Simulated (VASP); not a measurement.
# PbS (zincblende type) (F-43m) in VASP: notebook

PbS (zincblende type) is run at these levels: PBE; tasks: single point, relaxation of cell and atoms.

All numbers are computed with VASP 6.6.1; they aren't measurements. Logs are shortened: lines on timing, memory, paths and dates and some standing lists are left out, and cuts for length are marked.

## Step 1: The cell of the first run

Symmetry: F-43m, No. 216, cubic system. The conventional cell has a = 6.208 Å, b = 6.208 Å, c = 6.208 Å, α = 90.00°, β = 90.00°, γ = 90.00°. Within 3.5 Å of Pb (site symmetry -43m) lie 4 S at 2.69 Å. S (site symmetry -43m) has 4 Pb at 2.69 Å within 3.5 Å.

## Step 2: Single point, PBE

Contents of INCAR:

```
SYSTEM = PbS
ALGO = Normal
EDIFF = 1E-6
ENCUT = 520
GGA = PE
ISIF = 2
ISMEAR = -1
LASPH = .TRUE.
LCHARG = .FALSE.
LREAL = .FALSE.
LWAVE = .FALSE.
NBANDS = 17
NELM = 60
PREC = Accurate
SIGMA = 0.05
```

Contents of KPOINTS:

```
k-points
0
G
  11 11 11
  0 0 0
```

Contents of POSCAR:

```
PbS
1.0
    0.0000000000      3.1041538577      3.1041538577
    3.1041538577      0.0000000000      3.1041538577
    3.1041538577      3.1041538577      0.0000000000
Pb S
1 1
Direct
    0.0000000000      0.0000000000      0.0000000000
    0.2500000000      0.2500000000      0.2500000000
```

Potentials or basis: VASP PAW PBE potentials, release 64 (Pb_d, S).

The run is started by

```bash
$ cat potpaw_PBE.64/Pb_d/POTCAR potpaw_PBE.64/S/POTCAR > POTCAR
$ mpirun -np 1 vasp_std > vasp.out
```

OUTCAR:

```text
SYSTEM = PbS
   EDIFF = 1E-6
   ENCUT = 520
   GGA = PE
   ISIF = 2
   ISMEAR = -1
   LASPH = .TRUE.
   LREAL = .FALSE.
   NELM = 60
   PREC = Accurate

 ion  position               nearest neighbor table
   1  0.000  0.000  0.000-   2 2.69   2 2.69   2 2.69   2 2.69
   2  0.250  0.250  0.250-   1 2.69   1 2.69   1 2.69   1 2.69

  LATTYP: Found a face centered cubic cell.
 ALAT       =     6.2083077154

  Lattice vectors:

 A1 = (   0.0000000000,   3.1041538577,   3.1041538577)
 A2 = (   3.1041538577,   0.0000000000,   3.1041538577)
 A3 = (   3.1041538577,   3.1041538577,   0.0000000000)

Analysis of symmetry for initial positions (statically):
=====================================================================
 Subroutine PRICEL returns:
 Original cell was already a primitive cell.

 Routine SETGRP: Setting up the symmetry group for a
 face centered cubic supercell.

 Subroutine GETGRP returns: Found 24 space group operations
 (whereof 24 operations were pure point group operations)
 out of a pool of 48 trial point group operations.

The static configuration has the point symmetry T_d .

Analysis of symmetry for dynamics (positions and initial velocities):
=====================================================================
 Subroutine PRICEL returns:
 Original cell was already a primitive cell.

 Routine SETGRP: Setting up the symmetry group for a
 face centered cubic supercell.

 Subroutine GETGRP returns: Found 24 space group operations
 (whereof 24 operations were pure point group operations)
 out of a pool of 48 trial point group operations.

The dynamic configuration has the point symmetry T_d .

 Subroutine INISYM returns: Found 24 space group operations
 (whereof 24 operations are pure point group operations),
 and found     1 'primitive' translations

----------------------------------------------------------------------------------------

                                     Primitive cell

  volume of cell :      59.8218

  direct lattice vectors                    reciprocal lattice vectors
     0.000000000  3.104153858  3.104153858    -0.161074490  0.161074490  0.161074490
     3.104153858  0.000000000  3.104153858     0.161074490 -0.161074490  0.161074490
     3.104153858  3.104153858  0.000000000     0.161074490  0.161074490 -0.161074490

  length of vectors
     4.389936485  4.389936485  4.389936485     0.278989201  0.278989201  0.278989201

  position of ions in fractional coordinates (direct lattice)
     0.000000000  0.000000000  0.000000000
     0.250000000  0.250000000  0.250000000

  ion indices of the primitive-cell ions
   primitive index   ion index
                 1           1
                 2           2

----------------------------------------------------------------------------------------

 KPOINTS: k-points

Automatic generation of k-mesh.
 Grid dimensions read from file:
 generate k-points for:   11   11   11

 Generating k-lattice:

  Cartesian coordinates                     Fractional coordinates (reciprocal lattice)
    -0.014643135  0.014643135  0.014643135     0.090909091  0.000000000  0.000000000
     0.014643135 -0.014643135  0.014643135     0.000000000  0.090909091  0.000000000
     0.014643135  0.014643135 -0.014643135     0.000000000  0.000000000  0.090909091

  Length of vectors
     0.025362655  0.025362655  0.025362655

  Shift w.r.t. Gamma in fractional coordinates (k-lattice)
     0.000000000  0.000000000  0.000000000

 Subroutine IBZKPT returns following result:
 ===========================================

 Found     56 irreducible k-points:

 Following reciprocal coordinates:
            Coordinates               Weight
  0.000000  0.000000  0.000000      1.000000
  0.090909  0.000000  0.000000      8.000000
  0.181818  0.000000  0.000000      8.000000
  0.272727  0.000000  0.000000      8.000000
  0.363636  0.000000  0.000000      8.000000
  0.454545  0.000000  0.000000      8.000000
[... 16 lines left out ...]
 -0.272727  0.181818  0.000000     24.000000
 -0.181818  0.181818  0.000000     12.000000
 [... further k-points ...]
   k-points           NKPTS =     56   k-points in BZ     NKDIM =     56   number of bands    NBANDS=     17
   number of dos      NEDOS =    301   number of ions     NIONS =      2
   total plane-waves  NPLWV =  46656
   dimension x,y,z NGX =    36 NGY =   36 NGZ =   36
   dimension x,y,z NGXF=    72 NGYF=   72 NGZF=   72
   ions per type =               1   1
   NGX,Y,Z   is equivalent  to a cutoff of  13.63, 13.63, 13.63 a.u.
   NGXF,Y,Z  is equivalent  to a cutoff of  27.27, 27.27, 27.27 a.u.
 SYSTEM =  PbS
   PREC   = accura    normal or accurate (medium, high low for compatibility)
   ISTART =      0    job   : 0-new  1-cont  2-samecut
   ICHARG =      2    charge: 1-file 2-atom 10-const
   ISPIN  =      1    spin polarized calculation?
   LNONCOLLINEAR =      F non collinear calculations
   LSORBIT =      F    spin-orbit coupling
   LASPH  =      T    aspherical Exc in radial PAW
   ENCUT  =  520.0 eV  38.22 Ry    6.18 a.u.   8.16  8.16  8.16*2*pi/ulx,y,z
   NELM   =     60;   NELMIN=  2; NELMDL= -5     # of ELM steps
   EDIFF  = 0.1E-05   stopping-criterion for ELM
   LREAL  =      F    real-space projection
   EDIFFG = 0.1E-04   stopping-criterion for IOM
   NSW    =      0    number of steps for IOM
   IBRION =     -1    ionic relax: 0-MD 1-quasi-New 2-CG
   NFREE  =      0    steps in history (QN), initial steepest desc. (CG)
   ISIF   =      2    stress and relaxation
   ISYM   =      2    0-nonsym 1-usesym 2-fastsym
   POTIM  = 0.5000    time-step for ionic-motion
   TEBEG  =    0.0;   TEEND  =   0.0 temperature during run
   PSTRESS=    0.0 pullay stress
   NELECT =      20.0000    total number of electrons
   NUPDOWN=      -1.0000    fix difference up-down
   EMIN   =  10.00;   EMAX   =-10.00  energy-range for DOS
   EFERMI =   0.00;   METHOD = LEGACY
   ISMEAR =    -1;   SIGMA  =   0.05  broadening in eV -4-tet -1-fermi 0-gaus
   EFERMI_NEDOS =   21; number of points for ismear=-14 and -15
   IALGO  =     38    algorithm
   IMIX   =      4    mixing-type and parameters
     AMIX     =   0.40;   BMIX     =  1.00
     AMIX_MAG =   1.60;   BMIX_MAG =  1.00
  volume/ion in A,a.u.               =      29.91       201.85
  Fermi-wavevector in a.u.,A,eV,Ry     =   1.136227  2.147157 17.565267  1.291011
  Thomas-Fermi vector in A             =   2.272932
   LORBIT       =      0    0 simple, 1 ext, 2 COOP (PROOUT), +10 PAW based schemes
   GGA     = PE    functional components
   LHFCALC =     F    Hartree Fock is set to
   AEXX    =    0.0000 exact exchange contribution
   IVDW    =     0    specifies the selected vdW correction
   LEPSILON=     F    determine dielectric tensor
   LRPA    =     F    only Hartree local field effects (RPA)
 non-spin polarized calculation
  energy-cutoff  :      520.00
  volume of cell :       59.82
 maximum number of plane-waves:      1639
 NGX is ok and might be reduce to    36
   NGX = 17   NGY = 17   NGZ = 17

 number of electron      20.0000001 magnetization

 Free energy of the ion-electron system (eV)
  ---------------------------------------------------
  ext. energy  EPLUGINS =         0.00000000
  ---------------------------------------------------
  free energy    TOTEN  =        -8.01645871 eV

  energy without entropy =       -8.01608834  energy(sigma->0) =       -8.01627352

 E-fermi :   4.9886     XC(G=0):  -8.7326

 val. band max:        4.7860237229   @ k =  -0.2727   0.4545   0.1818
 cond. band min:       5.1132831072   @ k =   0.4545   0.4545   0.0000
 fundamental gap:      0.3272593843
 Fermi energy:         4.9885758704

 k-point     1 :       0.0000    0.0000    0.0000
  band No.  band energies     occupation
      1     -12.1104      2.00000
      2     -12.1104      2.00000
      3     -12.1104      2.00000
      4     -12.0211      2.00000
      5     -12.0211      2.00000
      6      -9.1898      2.00000
[... 9 lines left out ...]
     16      13.3223      0.00000
     17      14.4949      0.00000

 k-point     2 :       0.0909    0.0000    0.0000
  band No.  band energies     occupation
      1     -12.1181      2.00000
      2     -12.1080      2.00000
      3     -12.1080      2.00000
      4     -12.0210      2.00000
      5     -12.0210      2.00000
      6      -9.1208      2.00000
[... 9 lines left out ...]
     16      12.9056      0.00000
     17      14.1274      0.00000

 k-point     3 :       0.1818    0.0000    0.0000
  band No.  band energies     occupation
      1     -12.1381      2.00000
      2     -12.1019      2.00000
      3     -12.1019      2.00000
      4     -12.0203      2.00000
      5     -12.0203      2.00000
      6      -8.9242      2.00000
[... 9 lines left out ...]
     16      12.4873      0.00000
     17      13.8836      0.00000

 k-point     4 :       0.2727    0.0000    0.0000
  band No.  band energies     occupation
      1     -12.1633      2.00000
      2     -12.0951      2.00000
      3     -12.0951      2.00000
      4     -12.0184      2.00000
      5     -12.0184      2.00000
      6      -8.6342      2.00000
[... 9 lines left out ...]
     16      12.4626      0.00000
     17      14.6891      0.00000
[... 343 lines left out ...]
      1     -12.2046      2.00000
      2     -12.0830      2.00000
      3     -12.0782      2.00000
      4     -12.0170      2.00000
      5     -12.0166      2.00000
      6      -7.9928      2.00000
[... 9 lines left out ...]
     16      13.6950      0.00000
     17      14.5989      0.00000

 k-point    23 :      -0.2727    0.1818    0.0000
  band No.  band energies     occupation
      1     -12.1908      2.00000
      2     -12.0852      2.00000
      3     -12.0841      2.00000
      4     -12.0211      2.00000
      5     -12.0154      2.00000
      6      -8.2410      2.00000
[... 9 lines left out ...]
     16      13.7084      0.00000
     17      14.6017      0.00000

 k-point    24 :      -0.1818    0.1818    0.0000
  band No.  band energies     occupation
      1     -12.1719      2.00000
      2     -12.0920      2.00000
      3     -12.0891      2.00000
      4     -12.0231      2.00000
      5     -12.0157      2.00000
      6      -8.5349      2.00000
[... 9 lines left out ...]
     16      13.0876      0.00000
     17      14.9568      0.00000

 [... further k-points ...]

------------------------ aborting loop because EDIFF is reached ----------------------------------------

  FORCE on cell =-STRESS in cart. coord.  units (eV):
  Direction    XX          YY          ZZ          XY          YZ          ZX
  --------------------------------------------------------------------------------------
  -------------------------------------------------------------------------------------
  Total        4.0764156      4.0764156      4.0764156      0.0000000     -0.0000000      0.0000000
  in kB      109.1765398    109.1765398    109.1765398      0.0000000     -0.0000000      0.0000000
  external PRESSURE =     109.1765398 kB  Pullay stress =       0.0000000 kB

 VOLUME and BASIS-vectors are now :
 -----------------------------------------------------------------------------
  energy-cutoff  :      520.00
  volume of cell :       59.82
      direct lattice vectors                 reciprocal lattice vectors
     0.000000000  3.104153858  3.104153858    -0.161074490  0.161074490  0.161074490
     3.104153858  0.000000000  3.104153858     0.161074490 -0.161074490  0.161074490
     3.104153858  3.104153858  0.000000000     0.161074490  0.161074490 -0.161074490

 POSITION                                       TOTAL-FORCE (eV/Angst)
 -----------------------------------------------------------------------------------
      0.00000      0.00000      0.00000         0.000000      0.000000      0.000000
      1.55208      1.55208      1.55208        -0.000000     -0.000000     -0.000000
 -----------------------------------------------------------------------------------
    total drift:                                0.000000      0.000000      0.000000

  FREE ENERGIE OF THE ION-ELECTRON SYSTEM (eV)
  ---------------------------------------------------
  free  energy   TOTEN  =        -8.0164587089 eV

  energy  without entropy=       -8.0160883397  energy(sigma->0) =       -8.01627352
```

Wall time 22 s (1 thread of Intel Xeon 6975P-C (Granite Rapids), shared host); peak memory 0.23 GiB.

Results:

```
Free energy            : -8.0165 eV
Pressure               : 10.9 GPa
Band gap on the k mesh : 0.33 eV (least direct gap 0.95 eV)
```

Caveat: the cell stands under pressure; spin-orbit coupling is left out, which moves the levels of the heavy elements; an odd mesh through Γ misses points on the zone boundary, where band edges can lie.

## Step 3: Single point, PBE

Contents of INCAR:

```
PREC = Accurate
ENCUT = 520
EDIFF = 1E-7
ISMEAR = -1
SIGMA = 0.05
LREAL = F
LASPH = T
NELM = 60
ALGO = Normal
ISIF = 2
LWAVE = F
LCHARG = T
GGA = PE
LELF = T
LVHAR = T
NBANDS = 17
```

Contents of KPOINTS:

```
Automatic mesh
0
Gamma
  11 11 11
```

POSCAR is that of step 2.

Potentials or basis: VASP PAW PBE potentials, release 64 (Pb_d, S).

The run is started by

```bash
$ cat potpaw_PBE.64/Pb_d/POTCAR potpaw_PBE.64/S/POTCAR > POTCAR
$ mpirun -np 1 vasp_std > vasp.out
```

Run time: 24 s. Hardware: 1 thread of Intel Xeon 6975P-C (Granite Rapids), shared host; peak memory 0.23 GiB.

It converged, with:

| Item | Value |
| --- | --- |
| Free energy | -8.0165 eV |
| Pressure | 10.9 GPa |
| Band gap on the k mesh | 0.33 eV (least direct gap 0.95 eV) |

Levels at points of the mesh, in eV from the valence-band top:
```
           k point  band 7  band 8  band 9  band 10  band 11  band 12  band 13  band 14
(0.00, 0.00, 0.00)   -5.49   -2.36   -2.36    -2.36     2.32     2.32     2.32     5.43
```

Caveat: the cell stands under pressure; spin-orbit coupling is left out, which moves the levels of the heavy elements; an odd mesh through Γ misses points on the zone boundary, where band edges can lie.

## Step 4: Relaxation of cell and atoms, PBE, target pressure 11 GPa, at which the enthalpy is minimised

This run uses another cell than the first one, of 26.68 Å³/atom.

Contents of INCAR:

```
SYSTEM = PbS
PREC = Accurate
ENCUT = 600
EDIFF = 1E-7
ISMEAR = -1
SIGMA = 0.05
LREAL = .False.
LASPH = .True.
NELM = 60
ALGO = Normal
ISIF = 3
LWAVE = .False.
LCHARG = .False.
GGA = PE
IBRION = 2
NSW = 60
EDIFFG = -0.005
PSTRESS = 110.0
```

Contents of KPOINTS:

```
regular mesh
0
Gamma
  11 11 11
  0 0 0
```

Contents of POSCAR:

```
PbS
1.0
    0.0000000000      2.9882350011      2.9882350011
    2.9882350011      0.0000000000      2.9882350011
    2.9882350011      2.9882350011      0.0000000000
Pb S
1 1
Direct
    0.0000000000      0.0000000000      0.0000000000
    0.2500000000      0.2500000000      0.2500000000
```

The run is started by

```bash
$ cat potpaw_PBE.64/Pb_d/POTCAR potpaw_PBE.64/S/POTCAR > POTCAR
$ mpirun -np 1 vasp_std > vasp.out
```

Wall time 62 s (1 thread of Intel Xeon 6975P-C (Granite Rapids), shared host); peak memory 0.25 GiB.

The run converged. Its results:

* Free energy: -8.0126 eV
* Relaxed volume: 29.89 Å³/atom
* Relaxed cell: a = 4.389 Å, b = 4.389 Å, c = 4.389 Å, α = 60.00°, β = 60.00°, γ = 60.00°
* Space group after relaxing (to 0.1 Å): F-43m (No. 216)
* Energy change on relaxing (the run minimises the enthalpy): -314.6 meV/atom
* Ionic steps: 4
* Pressure after relaxing: 11.0 GPa
* Band gap on the k mesh: 0.32 eV (least direct gap 0.95 eV)

Step by step:
```tsv
step	energy change (eV)	largest force (eV/Å)	pressure (GPa)	volume (Å³)
1	0.0000	0.0000	21.21	53.37
2	-0.9634	0.0000	3.41	67.61
3	-0.6385	0.0000	10.82	59.92
4	-0.6292	0.0000	10.99	59.78
```

Final structure:
```yaml
crystal:
  lattice:
    - [0.00000, 3.10341, 3.10341]
    - [3.10341, 0.00000, 3.10341]
    - [3.10341, 3.10341, 0.00000]
  atoms:
    - { symbol: Pb, position: [0.00000, 0.00000, 0.00000] }
    - { symbol: S, position: [0.25000, 0.25000, 0.25000] }
```

Levels at points of the mesh, in eV from the valence-band top:
| k point | band 8 | band 9 | band 10 | band 11 | band 12 | band 13 |
| --- | --- | --- | --- | --- | --- | --- |
| (0.00, 0.00, 0.00) | -2.37 | -2.37 | -2.37 | 2.31 | 2.31 | 2.31 |

Caveat: the cell is relaxed towards a set pressure, so the run minimises the enthalpy, not the energy; spin-orbit coupling is left out, which moves the levels of the heavy elements; an odd mesh through Γ misses points on the zone boundary, where band edges can lie.

## Step 5: Relaxation of cell and atoms, PBE, target pressure 11 GPa, at which the enthalpy is minimised

Contents of INCAR:

```
  ALGO = Normal
  EDIFF = 1E-6
  EDIFFG = -0.005
  ENCUT = 600
  GGA = PE
  IBRION = 2
  ISIF = 3
  ISMEAR = -1
  LASPH = T
  LCHARG = F
  LREAL = F
  LWAVE = F
  NELM = 60
  NSW = 32
  PREC = Accurate
  PSTRESS = 110.0
  SIGMA = 0.05
```

Contents of KPOINTS:

```
k-points
0
Gamma
  11 11 11
```

Contents of POSCAR:

```
PbS
1.0
    0.0000000000      3.1041538577      3.1041538577
    3.1041538577      0.0000000000      3.1041538577
    3.1041538577      3.1041538577      0.0000000000
Pb S
1 1
Direct
    0.0000000000      0.0000000000      0.0000000000
    0.2500000000      0.2500000000      0.2500000000
```

The run is started by

```bash
$ cat potpaw_PBE.64/Pb_d/POTCAR potpaw_PBE.64/S/POTCAR > POTCAR
$ mpirun -np 1 vasp_std > vasp.out
```

Run time: 34 s. Hardware: 1 thread of Intel Xeon 6975P-C (Granite Rapids), shared host; peak memory 0.24 GiB.

It converged, with:

```
Free energy                                                : -8.0144 eV
Relaxed volume                                             : 29.89 Å³/atom
Relaxed cell                                               : a = 4.389 Å, b = 4.389 Å, c = 4.389 Å, α = 60.00°, β = 60.00°, γ = 60.00°
Space group after relaxing (to 0.1 Å)                      : F-43m (No. 216)
Energy change on relaxing (the run minimises the enthalpy) : +1.2 meV/atom
Ionic steps                                                : 3
Pressure after relaxing                                    : 11.0 GPa
Band gap on the k mesh                                     : 0.33 eV (least direct gap 0.95 eV)
```

The path:
```
step  energy change (eV)  largest force (eV/Å)  pressure (GPa)  volume (Å³)
   1              0.0000                0.0000           10.96        59.82
   2              0.0042                0.0000           11.03        59.76
   3              0.0023                0.0000           11.02        59.79
```

Final structure:
```
Pb S
1.0
     0.00000    3.10356    3.10356
     3.10356    0.00000    3.10356
     3.10356    3.10356    0.00000
Pb S
1 1
Direct
  0.00000 0.00000 0.00000
  0.25000 0.25000 0.25000
```

Levels at points of the mesh, in eV from the valence-band top:
| k point | band 8 | band 9 | band 10 | band 11 | band 12 | band 13 |
| --- | --- | --- | --- | --- | --- | --- |
| (0.00, 0.00, 0.00) | -2.37 | -2.37 | -2.37 | 2.31 | 2.31 | 2.31 |

Caveat: the cell is relaxed towards a set pressure, so the run minimises the enthalpy, not the energy; spin-orbit coupling is left out, which moves the levels of the heavy elements; an odd mesh through Γ misses points on the zone boundary, where band edges can lie.

## Step 6: Overview

```tsv
task	cell	cutoff (eV)	gap on the mesh (eV)	pressure (GPa)
single point	a = 4.390 Å, angles 60.0°, 2 atoms	520	0.33	10.9
relaxation of cell and atoms	relaxed to 11 GPa from a = 4.226 Å, angles 60.0°, 2 atoms	600	0.32	11.0
relaxation of cell and atoms	relaxed to 11 GPa from a = 4.390 Å, angles 60.0°, 2 atoms	600	0.33	11.0
```

Alike in all rows: level PBE; potentials or basis VASP PAW PBE potentials, release 64 (Pb_d, S); no spin polarisation; k mesh 11 × 11 × 11; smearing fermi-dirac 0.05 eV.

Caveats: spin-orbit coupling is left out, which moves the levels of the heavy elements; an odd mesh through Γ misses points on the zone boundary, where band edges can lie; the cell is relaxed towards a set pressure, so the run minimises the enthalpy, not the energy (at least some runs); the cell stands under pressure (at least some runs).

Absolute energies hang on the potentials; compare differences alone.
